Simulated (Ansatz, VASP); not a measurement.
## Two plane-wave programs on Ir

```
Ir
1.0
     2.73119    0.00000    0.00000
    -1.36559    2.36528    0.00000
     0.00000    0.00000    4.36917
Ir
2
Direct
  0.33333 0.66667 0.25000
  0.66667 0.33333 0.75000
```

Alike in both runs: task relaxation of cell and atoms; functional PBEsol; k mesh 18 × 18 × 10; occupations gaussian, width 0.1 eV; no spin polarisation.

|  | VASP | Ansatz |
| --- | --- | --- |
| version | VASP 6.6.1 | Ansatz 0.2.0 |
| potentials or method | VASP PAW PBE potentials, release 64 (Ir), cutoff 600 eV | scalar-relativistic, plane waves, PAW |
| valence electrons in the cell | 18 | 34 |

```csv
,VASP,Ansatz,Ansatz less VASP
"gap on the k mesh at the Fermi level, each at its own relaxed structure (eV)",none,none,-
relaxed volume (Å³/atom),14.15,14.11,-0.039
relaxed length of the cell vector where the two differ most in proportion (Å),4.412,4.408,-0.0043
```

VASP's potentials were made for PBE, not for PBEsol. A gap of «none» marks a metal or a gap that the smearing closes. VASP's potentials hold 18 valence electrons a cell and Ansatz's 34, so a difference there can come from the potentials and not from the codes.

Spin-orbit coupling is off throughout.
